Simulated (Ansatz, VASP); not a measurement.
**TePb: VASP beside Ansatz**

```
Pb Te
1.0
     0.00000    3.27352    3.27352
     3.27352    0.00000    3.27352
     3.27352    3.27352    0.00000
Pb Te
1 1
Cartesian
  0.0000 0.0000 0.0000
  3.2735 3.2735 3.2735
```

Alike in both runs: task single point; functional b88 exchange, pbe correlation; k mesh 7 × 7 × 7; occupations fermi-dirac, width 0.05 eV; no spin polarisation.

|  | VASP | Ansatz |
| --- | --- | --- |
| version | VASP 6.6.1 | Ansatz 0.2.0 |
| potentials or method | VASP PAW PBE potentials, release 64 (Pb_d, Te) | Ansatz PAW |
| plane-wave cutoff (eV) | 500 | 420 |
| valence electrons in the cell | 20 | 30 |

|  | VASP | Ansatz | Ansatz less VASP |
| --- | --- | --- | --- |
| pressure (GPa) | 0.2 | 0.2 | +0.06 |

VASP's potentials were made for PBE, not for b88 exchange, pbe correlation. VASP's potentials hold 20 valence electrons a cell and Ansatz's 30, so a difference there can come from the potentials and not from the codes.

Neither program's run includes spin-orbit coupling.
